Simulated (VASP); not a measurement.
# Si (I4_1/amd) in VASP: a series of runs

Si is run at these levels: r2SCAN+rVV10, PBE+D4, RPBE, PBE+D3(BJ); tasks: single point, relaxation of cell and atoms.

Program: VASP 6.6.1. These are calculated values, not measurements. Logs are shortened: lines on timing, memory, paths and dates and some standing lists are left out, and cuts for length are marked.

### 1 The cell of the first run

It takes space group I4_1/amd (No. 141, tetragonal). The conventional cell has a = 4.807 Å, b = 4.807 Å, c = 2.628 Å, α = 90.00°, β = 90.00°, γ = 90.00°. Si (site symmetry -4m2) has 10 Si at 2.49 to 3.11 Å within 3.3 Å.

### 2 Single point, r2SCAN+rVV10

The input, POSCAR:

```
Si
1.0
   -2.4035290574      2.4035290574      1.3139952816
    2.4035290574     -2.4035290574      1.3139952816
    2.4035290574      2.4035290574     -1.3139952816
Si
2
Direct
    0.2500000000      0.7500000000      0.5000000000
    0.5000000000      0.5000000000      0.0000000000
```

The input, INCAR.step1:

```
PREC = Accurate
ENCUT = 520
ISMEAR = 1
SIGMA = 0.1
LREAL = F
LASPH = T
NELM = 100
NBANDS = 11
GGA = PE
ALGO = Normal
EDIFF = 1E-4
LWAVE = T
LCHARG = F
```

The input, INCAR.step2:

```
PREC = Accurate
ENCUT = 520
EDIFF = 1E-6
ISMEAR = 1
SIGMA = 0.1
LREAL = F
LASPH = T
NELM = 100
ALGO = Normal
ISIF = 2
LWAVE = F
LCHARG = F
METAGGA = R2SCAN
LMIXTAU = T
LUSE_VDW = T
IVDW_NL = 2
BPARAM = 11.95
CPARAM = 0.0093
NBANDS = 11
ISTART = 1
```

The input, KPOINTS:

```
Automatic mesh
0
Gamma
  12 12 12
```

Potentials or basis: VASP PAW PBE potentials, release 64 (Si).

Run with:

```bash
cat potpaw_PBE.64/Si/POTCAR > POTCAR
cp INCAR.step1 INCAR
mpirun -np 1 vasp_std > vasp.out
cp INCAR.step2 INCAR
mpirun -np 1 vasp_std > vasp.out
```

OUTCAR:

```text
PREC = Accurate
   ENCUT = 520
   EDIFF = 1E-6
   ISMEAR = 1
   LREAL = F
   LASPH = T
   NELM = 100
   ISIF = 2
   METAGGA = R2SCAN
   IVDW_NL = 2
   BPARAM = 11.95
   ISTART = 1

 ion  position               nearest neighbor table
   1  0.250  0.750  0.500-   2 2.49   2 2.49   2 2.49   2 2.49   2 3.11   2 3.11   2 3.11   2 3.11

   2  0.500  0.500  0.000-   1 2.49   1 2.49   1 2.49   1 2.49   1 3.11   1 3.11   1 3.11   1 3.11

  LATTYP: Found a body centered tetragonal cell.
 ALAT       =     4.8070581148
 C/A-ratio  =     0.5466941527

  Lattice vectors:

 A1 = (  -2.4035290574,   2.4035290574,   1.3139952816)
 A2 = (   2.4035290574,  -2.4035290574,   1.3139952816)
 A3 = (   2.4035290574,   2.4035290574,  -1.3139952816)

Analysis of symmetry for initial positions (statically):
=====================================================================
 Subroutine PRICEL returns:
 Original cell was already a primitive cell.

 Routine SETGRP: Setting up the symmetry group for a
 body centered tetragonal supercell.

 Subroutine GETGRP returns: Found 16 space group operations
 (whereof  8 operations were pure point group operations)
 out of a pool of 16 trial point group operations.

The static configuration has the point symmetry D_2d.
 The point group associated with its full space group is D_4h.

Analysis of symmetry for dynamics (positions and initial velocities):
=====================================================================
 Subroutine PRICEL returns:
 Original cell was already a primitive cell.

 Routine SETGRP: Setting up the symmetry group for a
 body centered tetragonal supercell.

 Subroutine GETGRP returns: Found 16 space group operations
 (whereof  8 operations were pure point group operations)
 out of a pool of 16 trial point group operations.

The dynamic configuration has the point symmetry D_2d.
 The point group associated with its full space group is D_4h.

 Subroutine INISYM returns: Found 16 space group operations
 (whereof  8 operations are pure point group operations),
 and found     1 'primitive' translations

----------------------------------------------------------------------------------------

                                     Primitive cell

  volume of cell :      30.3636

  direct lattice vectors                    reciprocal lattice vectors
    -2.403529057  2.403529057  1.313995282     0.000000000  0.208027441  0.380518870
     2.403529057 -2.403529057  1.313995282     0.208027441  0.000000000  0.380518870
     2.403529057  2.403529057 -1.313995282     0.208027441  0.208027441  0.000000000

  length of vectors
     3.644240313  3.644240313  3.644240313     0.433670413  0.433670413  0.294195229

  position of ions in fractional coordinates (direct lattice)
     0.250000000  0.750000000  0.500000000
     0.500000000  0.500000000  0.000000000

  ion indices of the primitive-cell ions
   primitive index   ion index
                 1           1
                 2           2

----------------------------------------------------------------------------------------

 KPOINTS: Automatic mesh

Automatic generation of k-mesh.
 Grid dimensions read from file:
 generate k-points for:   12   12   12

 Generating k-lattice:

  Cartesian coordinates                     Fractional coordinates (reciprocal lattice)
     0.000000000  0.017335620  0.031709906     0.083333333  0.000000000 -0.000000000
     0.017335620  0.000000000  0.031709906     0.000000000  0.083333333 -0.000000000
     0.017335620  0.017335620  0.000000000     0.000000000  0.000000000  0.083333333

  Length of vectors
     0.036139201  0.036139201  0.024516269

  Shift w.r.t. Gamma in fractional coordinates (k-lattice)
     0.000000000  0.000000000  0.000000000

 Subroutine IBZKPT returns following result:
 ===========================================

 Found    163 irreducible k-points:

 Following reciprocal coordinates:
            Coordinates               Weight
  0.000000  0.000000  0.000000      1.000000
  0.083333  0.000000  0.000000      8.000000
  0.166667  0.000000  0.000000      8.000000
  0.250000 -0.000000  0.000000      8.000000
  0.333333 -0.000000  0.000000      8.000000
  0.416667 -0.000000  0.000000      8.000000
[... 16 lines left out ...]
  0.500000  0.166667 -0.000000     16.000000
 -0.416667  0.166667  0.000000     16.000000
 [... further k-points ...]
   k-points           NKPTS =    163   k-points in BZ     NKDIM =    163   number of bands    NBANDS=     11
   number of dos      NEDOS =    301   number of ions     NIONS =      2
   total plane-waves  NPLWV =  21952
   dimension x,y,z NGX =    28 NGY =   28 NGZ =   28
   dimension x,y,z NGXF=    56 NGYF=   56 NGZF=   56
   ions per type =               2
   NGX,Y,Z   is equivalent  to a cutoff of  12.77, 12.77, 12.77 a.u.
   NGXF,Y,Z  is equivalent  to a cutoff of  25.55, 25.55, 25.55 a.u.
 SYSTEM =  unknown system
   PREC   = accura    normal or accurate (medium, high low for compatibility)
   ISTART =      1    job   : 0-new  1-cont  2-samecut
   ICHARG =      0    charge: 1-file 2-atom 10-const
   ISPIN  =      1    spin polarized calculation?
   LNONCOLLINEAR =      F non collinear calculations
   LSORBIT =      F    spin-orbit coupling
   LASPH  =      T    aspherical Exc in radial PAW
   ENCUT  =  520.0 eV  38.22 Ry    6.18 a.u.   6.78  6.78  6.78*2*pi/ulx,y,z
   NELM   =    100;   NELMIN=  2; NELMDL=  0     # of ELM steps
   EDIFF  = 0.1E-05   stopping-criterion for ELM
   LREAL  =      F    real-space projection
   EDIFFG = 0.1E-04   stopping-criterion for IOM
   NSW    =      0    number of steps for IOM
   IBRION =     -1    ionic relax: 0-MD 1-quasi-New 2-CG
   NFREE  =      0    steps in history (QN), initial steepest desc. (CG)
   ISIF   =      2    stress and relaxation
   ISYM   =      2    0-nonsym 1-usesym 2-fastsym
   POTIM  = 0.5000    time-step for ionic-motion
   TEBEG  =    0.0;   TEEND  =   0.0 temperature during run
   PSTRESS=    0.0 pullay stress
   NELECT =       8.0000    total number of electrons
   NUPDOWN=      -1.0000    fix difference up-down
   EMIN   =  10.00;   EMAX   =-10.00  energy-range for DOS
   EFERMI =   0.00;   METHOD = LEGACY
   ISMEAR =     1;   SIGMA  =   0.10  broadening in eV -4-tet -1-fermi 0-gaus
   EFERMI_NEDOS =   21; number of points for ismear=-14 and -15
   IALGO  =     38    algorithm
   IMIX   =      4    mixing-type and parameters
     AMIX     =   0.40;   BMIX     =  1.00
     AMIX_MAG =   1.60;   BMIX_MAG =  1.00
  volume/ion in A,a.u.               =      15.18       102.45
  Fermi-wavevector in a.u.,A,eV,Ry     =   1.049512  1.983290 14.986476  1.101475
  Thomas-Fermi vector in A             =   2.184477
   LORBIT       =      0    0 simple, 1 ext, 2 COOP (PROOUT), +10 PAW based schemes
   METAGGA = R2SCAN    functional components
   LHFCALC =     F    Hartree Fock is set to
   AEXX    =    0.0000 exact exchange contribution
   IVDW_NL    =     2    kernel type
   BPARAM     =11.9500
   IVDW    =     0    specifies the selected vdW correction
   LEPSILON=     F    determine dielectric tensor
   LRPA    =     F    only Hartree local field effects (RPA)
 non-spin polarized calculation
 Methfessel and Paxton  Order N= 1 SIGMA  =   0.10
  energy-cutoff  :      520.00
  volume of cell :       30.36
 maximum number of plane-waves:       830
   NGX = 13   NGY = 13   NGZ = 13

 number of electron       7.9999999 magnetization

 Free energy of the ion-electron system (eV)
  ---------------------------------------------------
  ext. energy  EPLUGINS =         0.00000000
  ---------------------------------------------------
  free energy    TOTEN  =       -16.60785612 eV

  energy without entropy =      -16.60783213  energy(sigma->0) =      -16.60784812

 E-fermi :   9.3073     XC(G=0): -11.5190

 val. band max:        9.2978867005   @ k =  -0.3333   0.0833  -0.0000
 cond. band min:       9.3154209286   @ k =   0.3333   0.2500   0.0000
 fundamental gap:      0.0175342281
 Fermi energy:         9.3073217143

 k-point     1 :       0.0000    0.0000    0.0000
  band No.  band energies     occupation
      1      -5.3263      2.00000
      2       6.4221      2.00000
      3       6.4221      2.00000
      4       7.0746      2.00000
      5      11.0446     -0.00000
      6      17.2117      0.00000
      7      18.5759      0.00000
      8      18.5759      0.00000
      9      19.3711      0.00000
     10      19.9057      0.00000
     11      20.6991      0.00000

 k-point     2 :       0.0833    0.0000    0.0000
  band No.  band energies     occupation
      1      -5.1271      2.00000
      2       5.8476      2.00000
      3       6.3610      2.00000
      4       7.9864      2.00000
      5      11.4701      0.00000
      6      16.1093      0.00000
      7      16.9551      0.00000
      8      18.3402      0.00000
      9      18.3633      0.00000
     10      19.6930      0.00000
     11      21.7648      0.00000

 k-point     3 :       0.1667    0.0000    0.0000
  band No.  band energies     occupation
      1      -4.5307      2.00000
      2       5.3825      2.00000
      3       6.2876      2.00000
      4       9.3814      0.05340
      5      12.6045      0.00000
      6      13.7770      0.00000
      7      14.3714      0.00000
      8      16.8359      0.00000
      9      17.0684      0.00000
     10      18.5196      0.00000
     11      20.7725      0.00000

 k-point     4 :       0.2500   -0.0000    0.0000
  band No.  band energies     occupation
      1      -3.5417      2.00000
      2       5.2623      2.00000
      3       6.3655      2.00000
      4       9.6579     -0.00001
      5      11.8956      0.00000
      6      12.5467      0.00000
      7      13.7954      0.00000
      8      15.5125      0.00000
      9      15.5792      0.00000
     10      17.2999      0.00000
     11      21.2259      0.00000

 k-point     5 :       0.3333   -0.0000    0.0000
  band No.  band energies     occupation
      1      -2.1683      2.00000
      2       5.4381      2.00000
      3       6.6645      2.00000
      4       7.1039      2.00000
      5      10.2703     -0.00000
      6      12.5851      0.00000
      7      13.8565      0.00000
      8      14.7193      0.00000
      9      16.5245      0.00000
     10      16.9707      0.00000
     11      22.2511      0.00000
[... 211 lines left out ...]
 k-point    21 :       0.3333    0.1667    0.0000
  band No.  band energies     occupation
      1       0.9404      2.00000
      2       3.1563      2.00000
      3       5.1084      2.00000
      4       6.8936      2.00000
      5       9.3765      0.08585
      6      11.5475      0.00000
      7      12.6756      0.00000
      8      15.8764      0.00000
      9      17.7509      0.00000
     10      20.8444      0.00000
     11      21.9259      0.00000

 k-point    22 :       0.4167    0.1667   -0.0000
  band No.  band energies     occupation
      1       0.7792      2.00000
      2       3.2006      2.00000
      3       4.1000      2.00000
      4       7.4598      2.00000
      5       9.0142      2.00027
      6      11.6761      0.00000
      7      13.4371      0.00000
      8      16.9923      0.00000
      9      18.7629      0.00000
     10      20.2895      0.00000
     11      22.5143      0.00000

 k-point    23 :       0.5000    0.1667   -0.0000
  band No.  band energies     occupation
      1      -1.1009      2.00000
      2       3.0220      2.00000
      3       5.9953      2.00000
      4       7.2449      2.00000
      5       9.8554     -0.00000
      6      12.1971      0.00000
      7      14.5750      0.00000
      8      15.9181      0.00000
      9      18.4823      0.00000
     10      20.7852      0.00000
     11      20.9856      0.00000

 k-point    24 :      -0.4167    0.1667    0.0000
  band No.  band energies     occupation
      1      -2.6418      2.00000
      2       2.5871      2.00000
      3       6.7642      2.00000
      4       8.9125      2.00000
      5      11.1677     -0.00000
      6      13.1964      0.00000
      7      13.5810      0.00000
      8      16.4536      0.00000
      9      17.9398      0.00000
     10      19.2790      0.00000
     11      20.6629      0.00000

 [... further k-points ...]
[... 5 lines left out ...]
  --------------------------------------------------------------------------------------
  -------------------------------------------------------------------------------------
  Total       -0.0230343     -0.0230343      0.0001457      0.0000000      0.0000000      0.0000000
  in kB       -1.2154399     -1.2154399      0.0076896      0.0000000      0.0000000      0.0000000
  external PRESSURE =      -0.8077300 kB  Pullay stress =       0.0000000 kB

 VOLUME and BASIS-vectors are now :
 -----------------------------------------------------------------------------
  energy-cutoff  :      520.00
  volume of cell :       30.36
      direct lattice vectors                 reciprocal lattice vectors
    -2.403529057  2.403529057  1.313995282     0.000000000  0.208027441  0.380518870
     2.403529057 -2.403529057  1.313995282     0.208027441  0.000000000  0.380518870
     2.403529057  2.403529057 -1.313995282     0.208027441  0.208027441  0.000000000

 POSITION                                       TOTAL-FORCE (eV/Angst)
 -----------------------------------------------------------------------------------
      2.40353      0.00000      0.65700        -0.000000      0.000000      0.000000
      0.00000      0.00000      1.31400         0.000000     -0.000000     -0.000000
 -----------------------------------------------------------------------------------
    total drift:                                0.000000      0.000000      0.000000

  FREE ENERGIE OF THE ION-ELECTRON SYSTEM (eV)
  ---------------------------------------------------
  free  energy   TOTEN  =       -16.6078561158 eV

  energy  without entropy=      -16.6078321279  energy(sigma->0) =      -16.60784812
```

Run time: 2.9 min. Hardware: 1 thread of Intel Xeon 6975P-C (Granite Rapids), shared host; peak memory 0.27 GiB.

Results:

```yaml
Free_energy: -16.6079 eV
Pressure: -0.1 GPa
Band_gap_on_the_k_mesh: zero (band 4 reaches 11.36 eV, above the bottom of band 5 at 4.61 eV)
```

Caveat: the PAW data sets were made with another functional, which shifts forces and pressure a little.

### 3 Relaxation of cell and atoms, PBE+D4

This run uses another cell than the first one, of 14.95 Å³/atom, 0.985 times its volume.

The input, INCAR:

```
SYSTEM = Si
PREC     = Accurate       ! precision mode
ENCUT    = 600            ! plane-wave cutoff, eV
EDIFF    = 1E-6           ! SCF threshold, eV
ISMEAR   = 1              ! smearing method
SIGMA    = 0.1            ! smearing width, eV
LREAL    = .False.        ! projectors in reciprocal space
LASPH    = .True.         ! aspherical terms in the spheres
NELM     = 60             ! most SCF steps
ALGO     = Normal         ! electronic algorithm
ISIF     = 3              ! what is computed and relaxed
LWAVE    = .False.        ! write WAVECAR
LCHARG   = .False.        ! write CHGCAR
GGA      = PE             ! functional
IVDW     = 13             ! dispersion correction
IBRION   = 2              ! ionic algorithm
NSW      = 80             ! ionic steps
EDIFFG   = -0.005         ! ionic threshold
```

The input, KPOINTS:

```
Automatic mesh
0
Gamma
  12 12 12
  0 0 0
```

The input, POSCAR:

```
Si
1.0
   -2.3713720000      2.3713720000      1.3292650000
    2.3713720000     -2.3713720000      1.3292650000
    2.3713720000      2.3713720000     -1.3292650000
Si
2
Direct
    0.2500000000      0.7500000000      0.5000000000
    0.5000000000      0.5000000000      0.0000000000
```

Potentials or basis: VASP PAW PBE potentials, release 64 (Si).

Run with:

```bash
cat potpaw_PBE.64/Si/POTCAR > POTCAR
mpirun -np 1 vasp_std > vasp.out
```

It took 3 min on 1 thread of Intel Xeon 6975P-C (Granite Rapids), shared host; peak memory 0.18 GiB.

The run converged. Its results:

```
Free energy                            : -11.1277 eV
Relaxed volume                         : 14.80 Å³/atom
Relaxed cell                           : a = 3.619 Å, b = 3.619 Å, c = 3.619 Å, α = 97.36°, β = 97.36°, γ = 138.05°
Space group after relaxing (to 0.05 Å) : I4_1/amd (No. 141)
Energy gained by relaxing              : 5.8 meV/atom
Ionic steps                            : 7
Pressure after relaxing                : 0.0 GPa
Band gap on the k mesh                 : zero (band 4 reaches 11.51 eV, above the bottom of band 5 at 5.13 eV)
Dispersion energy per atom             : -0.435 eV
```

Step by step:
```
step  energy change (eV)  largest force (eV/Å)  pressure (GPa)  volume (Å³)
   1              0.0000                0.0000           -0.89        29.90
   2             -0.0096                0.0000            0.28        29.54
   3             -0.0105                0.0000            0.64        29.44
   4             -0.0101                0.0000            1.43        29.25
   5             -0.0107                0.0000            0.92        29.38
   6             -0.0114                0.0000           -0.35        29.68
   7             -0.0116                0.0000            0.00        29.59
```

Final structure:
```cif
data_structure
_symmetry_space_group_name_H-M 'P 1'
_symmetry_Int_Tables_number 1
_cell_length_a 3.6192
_cell_length_b 3.6192
_cell_length_c 3.6192
_cell_angle_alpha 97.363
_cell_angle_beta 97.363
_cell_angle_gamma 138.047
_cell_volume 29.59
loop_
_atom_site_label
_atom_site_type_symbol
_atom_site_fract_x
_atom_site_fract_y
_atom_site_fract_z
_atom_site_occupancy
Si1 Si 0.25000 0.75000 0.50000 1
Si2 Si 0.50000 0.50000 0.00000 1
```

Levels at points of the mesh, in eV from the Fermi level:
| k point | band 2 | band 3 | band 4 | band 5 | band 6 | band 7 |
| --- | --- | --- | --- | --- | --- | --- |
| (0.00, 0.00, 0.00) | -2.75 | -2.75 | -2.29 | 1.30 | 7.63 | 8.88 |
| (0.50, 0.00, 0.00) | -6.93 | -2.33 | -1.75 | -1.54 | 0.98 | 4.50 |
| (0.50, 0.50, 0.00) | -10.98 | 0.10 | 0.10 | 2.30 | 2.30 | 8.87 |
| (0.50, 0.50, 0.50) | -8.59 | -7.08 | -7.08 | 6.22 | 6.22 | 12.99 |

Caveat: pairwise dispersion overbinds metals, which lowers pressure and volume.

### 4 Relaxation of cell and atoms, RPBE

This run uses another cell than the first one, of 14.95 Å³/atom, 0.985 times its volume.

The input, INCAR:

```
SYSTEM = Si
PREC = Accurate
ENCUT = 600
EDIFF = 1E-6
ISMEAR = 1
SIGMA = 0.1
LREAL = .FALSE.
LASPH = .TRUE.
NELM = 60
ALGO = Normal
ISIF = 3
LWAVE = .FALSE.
LCHARG = .FALSE.
GGA = RP
IBRION = 2
NSW = 80
EDIFFG = -0.005
```

The input, KPOINTS:

```
Automatic mesh
0
G
  12 12 12
  0 0 0
```

POSCAR is that of step 3.

Run with:

```bash
cat potpaw_PBE.64/Si/POTCAR > POTCAR
mpirun -np 1 vasp_std > vasp.out
```

It took 3.3 min on 1 thread of Intel Xeon 6975P-C (Granite Rapids), shared host; peak memory 0.19 GiB.

It converged, with:

```yaml
Free_energy: -9.6837 eV
Relaxed_volume: 15.50 Å³/atom
Relaxed_cell: a = 3.675 Å, b = 3.675 Å, c = 3.675 Å, α = 97.38°, β = 97.38°, γ = 138.01°
Space_group_after_relaxing_to_0.05_Å: I4_1/amd (No. 141)
Energy_gained_by_relaxing: 12.4 meV/atom
Ionic_steps: 11
Pressure_after_relaxing: 0.0 GPa
Band_gap_on_the_k_mesh: zero (band 4 reaches 10.88 eV, above the bottom of band 5 at 4.80 eV)
```

The path:
```tsv
step	energy change (eV)	largest force (eV/Å)	pressure (GPa)	volume (Å³)
1	0.0000	0.0000	4.50	29.90
2	-0.0174	0.0000	-2.36	31.75
3	-0.0212	0.0000	-0.58	31.19
4	-0.0212	0.0000	-0.47	31.17
5	-0.0241	0.0000	-0.27	31.09
6	-0.0247	0.0000	-0.06	31.03
7	-0.0247	0.0000	-0.10	31.04
8	-0.0247	0.0000	-0.09	31.04
9	-0.0247	0.0000	-0.08	31.04
10	-0.0247	0.0000	0.05	31.00
11	-0.0247	0.0000	0.02	31.01
```

Final structure:
```
CELL_PARAMETERS angstrom
-2.42637 2.42637 1.31681
2.42637 -2.42637 1.31681
2.42637 2.42637 -1.31681
ATOMIC_POSITIONS crystal
Si 0.25000 0.75000 0.50000
Si 0.50000 0.50000 0.00000
```

Levels at points of the mesh, in eV from the Fermi level:
```tsv
k point	band 2	band 3	band 4	band 5	band 6	band 7
(0.00, 0.00, 0.00)	-2.64	-2.64	-2.39	1.47	7.45	8.56
(0.50, 0.00, 0.00)	-6.68	-2.24	-1.68	-1.61	1.10	4.32
(0.50, 0.50, 0.00)	-10.66	0.13	0.13	2.24	2.24	8.54
(0.50, 0.50, 0.50)	-8.42	-6.78	-6.78	6.04	6.04	12.46
```

Caveat: the PAW data sets were made with another functional, which shifts forces and pressure a little.

(Part 1 of 2 ends here.)
